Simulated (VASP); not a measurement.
Runs of VASP 6.6.1 on C. The structure is that of space group P6_3/mmc (No. 194), or close to it. The cells are those of the table. 

```csv
task,cell,smearing,gap on the mesh (eV),pressure (GPa),relaxed volume (Å³/atom)
single point,"a = 2.465, b = 2.465, c = 6.739 Å, angles 90.0, 90.0, 120.0°, 4 atoms",fermi-dirac 0.15 eV,none,0.0,-
single point,"a = 2.465, b = 2.465, c = 6.740 Å, angles 90.0, 90.0, 120.0°, 4 atoms",gaussian 0.1 eV,none,0.0,-
relaxation of cell and atoms,"relaxed from a = 2.465, b = 2.465, c = 6.740 Å, angles 90.0, 90.0, 120.0°, 4 atoms",fermi-dirac 0.15 eV,none,0.0,8.79
relaxation of cell and atoms,"relaxed from a = 2.456, b = 2.456, c = 6.696 Å, angles 90.0, 90.0, 120.0°, 4 atoms",gaussian 0.1 eV,none,0.0,(a)
```

Alike in all rows: level PBE+D3(BJ); potentials or basis VASP PAW PBE potentials, release 64 (C); no spin polarisation; k mesh 27 × 27 × 10; cutoff (eV) 600.

Estimate the missing entries.

(a) 8.80.

A gap of «none» marks levels without a gap at the run's occupations.
